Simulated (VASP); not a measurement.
# CdO5 (F-43m) in VASP: a series of runs, part 2 of 2

VASP 6.6.1.

## Step 4: Single point, PBE, collinear spin, ferromagnetic start

This run uses another cell than the first one, of 10.12 Å³/atom.

Contents of INCAR:

```
SYSTEM = CdO5
PREC = Accurate
ENCUT = 520
EDIFF = 1E-6
ISMEAR = 0
SIGMA = 0.1
LREAL = .FALSE.
LASPH = .TRUE.
NELM = 150
ALGO = Normal
ISIF = 2
LWAVE = .FALSE.
LCHARG = .TRUE.
ISPIN = 2
MAGMOM = 0 0.83 0.83 0.83 0.83 0.83
LORBIT = 11
GGA = PE
LELF = .TRUE.
LVHAR = .TRUE.
NBANDS = 34
```

Contents of KPOINTS:

```
regular mesh
0
G
  10 10 10
  0 0 0
```

Contents of POSCAR:

```
CdO5
1.0
    0.0000000000      3.1199118019      3.1199118019
    3.1199118019      0.0000000000      3.1199118019
    3.1199118019      3.1199118019      0.0000000000
Cd O
1 5
Direct
    0.0000000000      0.0000000000      0.0000000000
    0.7500000000      0.7500000000      0.7500000000
    0.3766237382      0.8701287853      0.3766237382
    0.3766237382      0.3766237382      0.8701287853
    0.3766237382      0.3766237382      0.3766237382
    0.8701287853      0.3766237382      0.3766237382
```

Started as:

```
cat potpaw_PBE.64/Cd/POTCAR potpaw_PBE.64/O/POTCAR > POTCAR
mpirun -np 1 vasp_std > vasp.out
```

It took 2.2 min on 1 thread of Intel Xeon 6975P-C (Granite Rapids), shared host; peak memory 0.32 GiB.

The run converged. Its results:

```
Free energy                                           : -17.8878 eV
Pressure                                              : 0.2 GPa
Largest force                                         : 0.004 eV/Å
Net moment                                            : 3.85 μB per cell
Site moments                                          : Cd -0.03; O +1.28, +0.53 (each value once) μB
Valence electrons inside the program's atomic spheres : Cd 10.05; O 4.66
```

Forces in eV/Å, atoms in the order of the input:
```
Cd   0.000  0.000  0.000
O    0.000  0.000  0.000
O   -0.002  0.002 -0.002
O   -0.002 -0.002  0.002
O    0.002  0.002  0.002
O    0.002 -0.002 -0.002
```

Levels at points of the mesh, in eV from the Fermi level:
Spin up:
| k point | band 19 | band 20 | band 21 | band 22 | band 23 | band 24 | band 25 | band 26 | band 27 | band 28 |
| --- | --- | --- | --- | --- | --- | --- | --- | --- | --- | --- |
| (0.00, 0.00, 0.00) | -2.48 | -0.30 | -0.30 | -0.30 | 0.94 | 0.94 | 0.94 | 2.57 | 10.23 | 10.23 |
| (0.50, 0.00, 0.00) | -2.11 | -1.93 | -1.37 | -1.37 | -0.28 | 0.83 | 0.83 | 4.31 | 9.68 | 11.20 |
| (0.50, 0.50, 0.00) | -1.98 | -1.79 | -1.78 | -1.40 | -1.40 | 0.60 | 0.60 | 4.89 | 10.12 | 11.11 |
Spin down:
| k point | band 15 | band 16 | band 17 | band 18 | band 19 | band 20 | band 21 | band 22 | band 23 | band 24 |
| --- | --- | --- | --- | --- | --- | --- | --- | --- | --- | --- |
| (0.00, 0.00, 0.00) | -1.94 | -1.94 | -0.33 | -0.33 | -0.33 | 1.15 | 1.15 | 1.15 | 1.58 | 1.58 |
| (0.50, 0.00, 0.00) | -1.54 | -1.54 | -1.54 | -0.98 | -0.98 | -0.45 | 0.64 | 0.64 | 1.18 | 1.60 |
| (0.50, 0.50, 0.00) | -2.78 | -1.66 | -1.07 | -1.07 | -0.81 | -0.56 | 0.28 | 0.71 | 0.71 | 1.44 |

## Step 5: Relaxation of cell and atoms, PBE, collinear spin, ferromagnetic start

This run uses another cell than the first one, of 10.15 Å³/atom.

Contents of INCAR:

```
  PREC = Accurate
  ENCUT = 600
  EDIFF = 1E-6
  ISMEAR = 0
  SIGMA = 0.1
  LREAL = F
  LASPH = T
  NELM = 150
  ALGO = Fast
  ISIF = 3
  LWAVE = F
  LCHARG = F
  ISPIN = 2
  MAGMOM = 0 0.83 0.83 0.83 0.83 0.83
  LORBIT = 11
  GGA = PE
  IBRION = 2
  NSW = 100
  EDIFFG = -0.01
```

Contents of KPOINTS:

```
regular mesh
0
Gamma
  10 10 10
```

Contents of POSCAR:

```
CdO5
1.0
    0.0000000000      3.1223747955      3.1223747955
    3.1223747955      0.0000000000      3.1223747955
    3.1223747955      3.1223747955      0.0000000000
Cd O
1 5
Direct
    0.0000000000      0.0000000000      0.0000000000
    0.7500000000      0.7500000000      0.7500000000
    0.3766532358      0.8700402925      0.3766532358
    0.3766532358      0.3766532358      0.8700402925
    0.3766532358      0.3766532358      0.3766532358
    0.8700402925      0.3766532358      0.3766532358
```

Potentials or basis: VASP PAW PBE potentials, release 64 (Cd, O).

Started as:

```
cat potpaw_PBE.64/Cd/POTCAR potpaw_PBE.64/O/POTCAR > POTCAR
mpirun -np 1 vasp_std > vasp.out
```

OUTCAR:

```text
PREC = Accurate
   ENCUT = 600
   EDIFF = 1E-6
   ISMEAR = 0
   LREAL = F
   LASPH = T
   NELM = 150
   ISIF = 3
   ISPIN = 2
   LORBIT = 11
   GGA = PE
   IBRION = 2
   NSW = 100
   EDIFFG = -0.01

 ion  position               nearest neighbor table
   1  0.000  0.000  0.000-   3 2.59   6 2.59   4 2.59   5 2.59   5 2.59   5 2.59   4 2.59   3 2.59
                             6 2.59   3 2.59   4 2.59   6 2.59   2 2.70   2 2.70   2 2.70   2 2.70
   2  0.750  0.750  0.750-   1 2.70   1 2.70   1 2.70   1 2.70
   3  0.377  0.870  0.377-   1 2.59   1 2.59   1 2.59
   4  0.377  0.377  0.870-   1 2.59   1 2.59   1 2.59
   5  0.377  0.377  0.377-   1 2.59   1 2.59   1 2.59
   6  0.870  0.377  0.377-   1 2.59   1 2.59   1 2.59

  LATTYP: Found a face centered cubic cell.
 ALAT       =     6.2447495910

  Lattice vectors:

 A1 = (   0.0000000000,   3.1223747955,   3.1223747955)
 A2 = (   3.1223747955,   0.0000000000,   3.1223747955)
 A3 = (   3.1223747955,   3.1223747955,   0.0000000000)
[... 1709 lines left out ...]
  -------------------------------------------------------------------------------------
  Total       -0.0026232     -0.0026232     -0.0026232      0.0000000     -0.0000000     -0.0000000
  in kB       -0.0691503     -0.0691503     -0.0691503      0.0000000     -0.0000000     -0.0000000
  external PRESSURE =      -0.0691503 kB  Pullay stress =       0.0000000 kB

 VOLUME and BASIS-vectors are now :
 -----------------------------------------------------------------------------
  energy-cutoff  :      600.00
  volume of cell :       60.78
      direct lattice vectors                 reciprocal lattice vectors
     0.000000000  3.120592643  3.120592643    -0.160225975  0.160225975  0.160225975
     3.120592643  0.000000000  3.120592643     0.160225975 -0.160225975  0.160225975
     3.120592643  3.120592643  0.000000000     0.160225975  0.160225975 -0.160225975

 POSITION                                       TOTAL-FORCE (eV/Angst)
 -----------------------------------------------------------------------------------
      0.00000      3.12059      3.12059        -0.000000     -0.000000     -0.000000
      4.68089      4.68089      4.68089        -0.000000     -0.000000     -0.000000
      3.89029      2.35089      3.89029        -0.001982      0.001982     -0.001982
      3.89029      3.89029      2.35089        -0.001982     -0.001982      0.001982
      2.35089      2.35089      2.35089         0.001982      0.001982      0.001982
      2.35089      3.89029      3.89029         0.001982     -0.001982     -0.001982
 -----------------------------------------------------------------------------------
    total drift:                                0.000000      0.000000      0.000000

  FREE ENERGIE OF THE ION-ELECTRON SYSTEM (eV)
  ---------------------------------------------------
  free  energy   TOTEN  =       -17.8891348770 eV

  energy  without entropy=      -17.8746142668  energy(sigma->0) =      -17.88187457

 reached required accuracy - stopping structural energy minimisation

 total charge

# of ion       s       p       d       tot
------------------------------------------
    1        0.233   0.166   9.647  10.046
    2        1.622   3.039   0.000   4.661
    3        1.644   3.008   0.000   4.652
    4        1.644   3.008   0.000   4.652
    5        1.644   3.008   0.000   4.652
    6        1.644   3.008   0.000   4.652
--------------------------------------------------
tot          8.430  15.239   9.647  33.316

 magnetization (x)

# of ion       s       p       d       tot
------------------------------------------
    1       -0.036  -0.016   0.024  -0.027
    2        0.012   1.266   0.000   1.279
    3        0.005   0.521   0.000   0.526
    4        0.005   0.521   0.000   0.526
    5        0.005   0.521   0.000   0.526
    6        0.005   0.521   0.000   0.526
--------------------------------------------------
tot         -0.005   3.335   0.024   3.354
```

It took 5.2 min on 1 thread of Oxide Virtual Turin-like, shared host; peak memory 0.3 GiB.

Results:

```yaml
Free_energy: -17.8891 eV
Relaxed_volume: 10.13 Å³/atom
Relaxed_cell: a = 4.413 Å, b = 4.413 Å, c = 4.413 Å, α = 60.00°, β = 60.00°, γ = 60.00°
Space_group_after_relaxing_to_0.1_Å: F-43m (No. 216)
Energy_gained_by_relaxing: 0.0 meV/atom
Ionic_steps: 2
Pressure_after_relaxing: 0.0 GPa
Largest_force_after_relaxing: 0.003 eV/Å
Net_moment: 3.85 μB per cell
Site_moments: Cd -0.03; O +1.28, +0.53 (each value once) μB
Valence_electrons_inside_the_program's_atomic_spheres: Cd 10.05; O 4.66, 4.65 (each value once)
```

Forces on the atoms (eV/Å):
```
Cd   0.000  0.000  0.000
O    0.000  0.000  0.000
O   -0.002  0.002 -0.002
O   -0.002 -0.002  0.002
O    0.002  0.002  0.002
O    0.002 -0.002 -0.002
```

Final structure:
```
Cd O
1.0
     0.00000    3.12059    3.12059
     3.12059    0.00000    3.12059
     3.12059    3.12059    0.00000
Cd O
1 5
Cartesian
  0.0000 3.1206 3.1206
  4.6809 4.6809 4.6809
  3.8903 2.3509 3.8903
  3.8903 3.8903 2.3509
  2.3509 2.3509 2.3509
  2.3509 3.8903 3.8903
```

Levels at points of the mesh, in eV from the Fermi level:
Spin up:
| k point | band 21 | band 22 | band 23 | band 24 | band 25 | band 26 |
| --- | --- | --- | --- | --- | --- | --- |
| (0.00, 0.00, 0.00) | -0.30 | -0.30 | 0.94 | 0.94 | 0.94 | 2.56 |
| (0.50, 0.00, 0.00) | -1.37 | -1.37 | -0.28 | 0.83 | 0.83 | 4.31 |
| (0.50, 0.50, 0.00) | -1.78 | -1.40 | -1.40 | 0.60 | 0.60 | 4.89 |
Spin down:
```tsv
k point	band 15	band 16	band 17	band 18	band 19	band 20	band 21	band 22	band 23	band 24
(0.00, 0.00, 0.00)	-1.94	-1.94	-0.33	-0.33	-0.33	1.15	1.15	1.15	1.57	1.57
(0.50, 0.00, 0.00)	-1.54	-1.54	-1.54	-0.98	-0.98	-0.45	0.64	0.64	1.18	1.60
(0.50, 0.50, 0.00)	-2.78	-1.65	-1.07	-1.07	-0.81	-0.56	0.28	0.71	0.71	1.44
```

## Step 6: Summary

| task | cell | k mesh | cutoff (eV) | gap on the mesh (eV) | pressure (GPa) | moment (μB) | relaxed volume (Å³/atom) |
| --- | --- | --- | --- | --- | --- | --- | --- |
| relaxation of cell and atoms | relaxed from a = 4.616 Å, angles 60.0°, 6 atoms, atomic positions A | 4 × 4 × 4 | 600 | none | 0.2 | 4.82 | 10.22 |
| relaxation of cell and atoms | relaxed from a = 4.433 Å, angles 60.0°, 6 atoms, atomic positions B | 6 × 6 × 6 | 600 | none | 0.0 | 3.82 | 10.15 |
| single point | a = 4.412 Å, angles 60.0°, 6 atoms, atomic positions B | 10 × 10 × 10 | 520 | none | 0.2 | 3.85 | - |
| relaxation of cell and atoms | relaxed from a = 4.416 Å, angles 60.0°, 6 atoms, atomic positions B | 10 × 10 × 10 | 600 | none | 0.0 | 3.85 | 10.13 |

Alike in all rows: level PBE; potentials or basis VASP PAW PBE potentials, release 64 (Cd, O); spin collinear, ferromagnetic start; smearing gaussian 0.1 eV.

Caveats: some runs use coarse meshes.

Absolute energies hang on the potentials; compare differences alone.
